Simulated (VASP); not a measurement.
Write the native input for VASP 6.6.1 that does the following.

```yaml
Task: single point
Functional: PBEsol
Potentials_or_basis: VASP PAW PBE potentials, release 64 (H)
Cutoff: 520 eV
k_mesh: 12 × 12 × 30
Occupations: gaussian, width 0.05 eV
Spin: no spin polarisation
Dipole_correction: no
Further_INCAR_settings: ALGO = Normal; EDIFF = 1e-07; NBANDS = 6
```

The structure of H lies in POSCAR:

```
H
1.0
    2.4277588575      0.0000000000      0.0000000000
    0.0000000000      2.4277588575      0.0000000000
    0.0000000000      0.0000000000      1.1679027926
H
1
Direct
    0.0000000000      0.0000000000      0.5000000000
```

This cell differs from its parent crystal: ratio of the length along z to the lengths across it x 1.3, volume and fractional coordinates fixed.

These files were run (other wordings do the same):

INCAR

```
PREC     = Accurate       # precision mode
ENCUT    = 520            # plane-wave cutoff, eV
EDIFF    = 1E-7           # SCF threshold, eV
ISMEAR   = 0              # smearing method
SIGMA    = 0.05           # smearing width, eV
LREAL    = False          # projectors in reciprocal space
LASPH    = True           # aspherical terms in the spheres
NELM     = 100            # most SCF steps
ALGO     = Normal         # electronic algorithm
ISIF     = 2              # what is computed and relaxed
LWAVE    = False          # write WAVECAR
LCHARG   = False          # write CHGCAR
GGA      = PS             # functional
NBANDS   = 6              # bands
```

KPOINTS

```
regular mesh
0
Gamma
  12 12 30
```

Potentials or basis: VASP PAW PBE potentials, release 64 (H).

Command:

```console
$ cat potpaw_PBE.64/H/POTCAR > POTCAR
$ mpirun -np 1 vasp_std > vasp.out
```

Results of the run:

| Quantity | Value |
| --- | --- |
| Pressure | -12.7 GPa |

Caveat: the PAW data sets were made with another functional, which shifts forces and pressure a little.

Run time: 12 s on 1 thread of Intel(R) Xeon(R) Platinum 8259CL CPU @ 2.50GHz (Skylake/Cascade Lake), on a shared host, peak memory 0.12 GiB.
